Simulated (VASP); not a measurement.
# Sn (Immm) in VASP: single point with r2SCAN

Aim: the single point of Sn with r2SCAN.

All numbers are computed with VASP 6.6.1; they aren't measurements. Logs are shortened: lines on timing, memory, paths and dates and some standing lists are left out, and cuts for length are marked.

## Step 1: The cell of the first run

The structure is orthorhombic, space group Immm (No. 71). The conventional cell has a = 3.382 Å, b = 3.909 Å, c = 4.216 Å, α = 90.00°, β = 90.00°, γ = 90.00°. Sn (site symmetry mmm) has 14 Sn at 3.34 to 4.22 Å within 4.4 Å.

## Step 2: Single point, r2SCAN

File POSCAR:

```
Sn
1.0
   -1.6912200000      1.9546610000      2.1078700000
    1.6912200000     -1.9546610000      2.1078700000
    1.6912200000      1.9546610000     -2.1078700000
Sn
1
Direct
    0.0000000000      0.0000000000      0.0000000000
```

File INCAR.step1:

```
ALGO = Normal
EDIFF = 1E-4
ENCUT = 520
GGA = PE
ISMEAR = 0
LASPH = True
LCHARG = False
LREAL = False
LWAVE = True
NBANDS = 13
NELM = 100
PREC = Accurate
SIGMA = 0.1
```

File INCAR.step2:

```
ALGO = Normal
EDIFF = 1E-6
ENCUT = 520
ISIF = 2
ISMEAR = 0
ISTART = 1
LASPH = True
LCHARG = True
LELF = True
LMIXTAU = True
LREAL = False
LVHAR = True
LWAVE = False
METAGGA = R2SCAN
NBANDS = 13
NELM = 100
PREC = Accurate
SIGMA = 0.1
```

File KPOINTS:

```
k-points
0
Gamma
  8 8 8
```

Potentials or basis: VASP PAW PBE potentials, release 64 (Sn_d).

On the command line:

```bash
$ cat potpaw_PBE.64/Sn_d/POTCAR > POTCAR
$ cp INCAR.step1 INCAR
$ mpirun -np 1 vasp_std > vasp.out
$ cp INCAR.step2 INCAR
$ mpirun -np 1 vasp_std > vasp.out
```

OUTCAR:

```text
EDIFF = 1E-6
   ENCUT = 520
   ISIF = 2
   ISMEAR = 0
   ISTART = 1
   LASPH = True
   LREAL = False
   METAGGA = R2SCAN
   NELM = 100
   PREC = Accurate

 ion  position               nearest neighbor table
   1  0.000  0.000  0.000-

  LATTYP: Found a body centered orthorhombic cell.
 ALAT       =     3.3824400000
 B/A-ratio  =     1.1557697993
 C/A-ratio  =     1.2463606154

  Lattice vectors:

 A1 = (  -1.6912200000,   1.9546610000,   2.1078700000)
 A2 = (   1.6912200000,  -1.9546610000,   2.1078700000)
 A3 = (   1.6912200000,   1.9546610000,  -2.1078700000)

Analysis of symmetry for initial positions (statically):
=====================================================================
 Subroutine PRICEL returns:
 Original cell was already a primitive cell.

 Routine SETGRP: Setting up the symmetry group for a
 body centered orthorhombic supercell.

 Subroutine GETGRP returns: Found  8 space group operations
 (whereof  8 operations were pure point group operations)
 out of a pool of  8 trial point group operations.

The static configuration has the point symmetry D_2h.

Analysis of symmetry for dynamics (positions and initial velocities):
=====================================================================
 Subroutine PRICEL returns:
 Original cell was already a primitive cell.

 Routine SETGRP: Setting up the symmetry group for a
 body centered orthorhombic supercell.

 Subroutine GETGRP returns: Found  8 space group operations
 (whereof  8 operations were pure point group operations)
 out of a pool of  8 trial point group operations.

The dynamic configuration has the point symmetry D_2h.

 Subroutine INISYM returns: Found  8 space group operations
 (whereof  8 operations are pure point group operations),
 and found     1 'primitive' translations

----------------------------------------------------------------------------------------

                                     Primitive cell

  volume of cell :      27.8725

  direct lattice vectors                    reciprocal lattice vectors
    -1.691220000  1.954661000  2.107870000     0.000000000  0.255798832  0.237206279
     1.691220000 -1.954661000  2.107870000     0.295644564  0.000000000  0.237206279
     1.691220000  1.954661000 -2.107870000     0.295644564  0.255798832  0.000000000

  length of vectors
     3.335272200  3.335272200  3.335272200     0.348855072  0.379041591  0.390945969

  position of ions in fractional coordinates (direct lattice)
     0.000000000  0.000000000  0.000000000

  ion indices of the primitive-cell ions
   primitive index   ion index
[... 83 lines left out ...]
   PSTRESS=    0.0 pullay stress
   NELECT =      14.0000    total number of electrons
   NUPDOWN=      -1.0000    fix difference up-down
   EMIN   =  10.00;   EMAX   =-10.00  energy-range for DOS
   EFERMI =   0.00;   METHOD = LEGACY
   ISMEAR =     0;   SIGMA  =   0.10  broadening in eV -4-tet -1-fermi 0-gaus
   EFERMI_NEDOS =   21; number of points for ismear=-14 and -15
   IALGO  =     38    algorithm
   IMIX   =      4    mixing-type and parameters
     AMIX     =   0.40;   BMIX     =  1.00
     AMIX_MAG =   1.60;   BMIX_MAG =  1.00
  volume/ion in A,a.u.               =      27.87       188.09
  Fermi-wavevector in a.u.,A,eV,Ry     =   1.301345  2.459185 23.041444  1.693498
  Thomas-Fermi vector in A             =   2.432485
   LORBIT       =      0    0 simple, 1 ext, 2 COOP (PROOUT), +10 PAW based schemes
   METAGGA = R2SCAN    functional components
   LHFCALC =     F    Hartree Fock is set to
   AEXX    =    0.0000 exact exchange contribution
   IVDW    =     0    specifies the selected vdW correction
   LEPSILON=     F    determine dielectric tensor
   LRPA    =     F    only Hartree local field effects (RPA)
 non-spin polarized calculation
 Gauss-broadening in eV      SIGMA  =   0.10
  energy-cutoff  :      520.00
  volume of cell :       27.87
 maximum number of plane-waves:       763
 NGX is ok and might be reduce to    28
   NGX = 13   NGY = 13   NGZ = 13

 number of electron      14.0000003 magnetization

 Free energy of the ion-electron system (eV)
  ---------------------------------------------------
  ext. energy  EPLUGINS =         0.00000000
  ---------------------------------------------------
  free energy    TOTEN  =       -24.52845763 eV

  energy without entropy =      -24.52526244  energy(sigma->0) =      -24.52686003

 E-fermi :   7.8417     XC(G=0): -11.1198

 val. band max:        7.7295310248   @ k =  -0.3750   0.3750   0.3750
 cond. band min:       7.8497974498   @ k =  -0.2500   0.5000   0.1250
 fundamental gap:      0.1202664249
 Fermi energy:         7.8417300587

 k-point     1 :       0.0000    0.0000    0.0000
  band No.  band energies     occupation
      1     -14.5520      2.00000
      2     -14.4882      2.00000
      3     -14.4760      2.00000
      4     -14.4615      2.00000
      5     -14.3628      2.00000
      6      -3.7618      2.00000
      7      14.8506      0.00000
      8      15.0119      0.00000
      9      17.1579      0.00000
     10      18.4929      0.00000
     11      20.1345      0.00000
     12      20.2214      0.00000
     13      21.4690      0.00000
[... 354 lines left out ...]
  band No.  band energies     occupation
      1     -14.5374      2.00000
      2     -14.4576      2.00000
      3     -14.4095      2.00000
      4     -14.3824      2.00000
      5     -14.3458      2.00000
      6       1.9812      2.00000
      7       4.5882      2.00000
      8       6.6446      2.00000
      9      12.0008      0.00000
     10      17.3534      0.00000
     11      18.8410      0.00000
     12      23.4132      0.00000
     13      26.0473      0.00000

 [... further k-points ...]

------------------------ aborting loop because EDIFF is reached ----------------------------------------

  FORCE on cell =-STRESS in cart. coord.  units (eV):
  Direction    XX          YY          ZZ          XY          YZ          ZX
  --------------------------------------------------------------------------------------
  -------------------------------------------------------------------------------------
  Total       -0.5429222      0.0176908     -0.3263516      0.0000000      0.0000000      0.0000000
  in kB      -31.2084920      1.0169078    -18.7594893      0.0000000      0.0000000      0.0000000
  external PRESSURE =     -16.3170245 kB  Pullay stress =       0.0000000 kB

 VOLUME and BASIS-vectors are now :
 -----------------------------------------------------------------------------
  energy-cutoff  :      520.00
  volume of cell :       27.87
      direct lattice vectors                 reciprocal lattice vectors
    -1.691220000  1.954661000  2.107870000     0.000000000  0.255798832  0.237206279
     1.691220000 -1.954661000  2.107870000     0.295644564  0.000000000  0.237206279
     1.691220000  1.954661000 -2.107870000     0.295644564  0.255798832  0.000000000

 POSITION                                       TOTAL-FORCE (eV/Angst)
 -----------------------------------------------------------------------------------
      0.00000      0.00000      0.00000         0.000000     -0.000000      0.000000
 -----------------------------------------------------------------------------------
    total drift:                               -0.000000     -0.000000     -0.000000

  FREE ENERGIE OF THE ION-ELECTRON SYSTEM (eV)
  ---------------------------------------------------
  free  energy   TOTEN  =       -24.5284576296 eV

  energy  without entropy=      -24.5252624378  energy(sigma->0) =      -24.52686003
```

OUTCAR.step1:

```text
EDIFF = 1E-4
   ENCUT = 520
   GGA = PE
   ISMEAR = 0
   LASPH = True
   LREAL = False
[... 601 lines left out ...]

 POSITION                                       TOTAL-FORCE (eV/Angst)
 -----------------------------------------------------------------------------------
      0.00000      0.00000      0.00000         0.000000      0.000000     -0.000000
 -----------------------------------------------------------------------------------
    total drift:                                0.000000     -0.000000     -0.000000

  FREE ENERGIE OF THE ION-ELECTRON SYSTEM (eV)
  ---------------------------------------------------
  free  energy   TOTEN  =        -3.7974036908 eV

  energy  without entropy=       -3.7945497797  energy(sigma->0) =       -3.79597674
```

It took 74 s on 1 thread of Intel Xeon Platinum 8488C (Sapphire Rapids), shared host; peak memory 0.18 GiB.

Results:

```yaml
Free_energy: -24.5285 eV
Pressure: -1.6 GPa
Band_gap_on_the_k_mesh: zero (bands 7 and 8 overlap by 8.57 eV)
```

Stress tensor (GPa, compression positive):
```
-3.12  0.00  0.00
 0.00  0.10  0.00
 0.00  0.00 -1.88
```

Caveat: the PAW data sets were made with another functional, which shifts forces and pressure a little; spin-orbit coupling is left out, which moves the levels of the heavy elements.
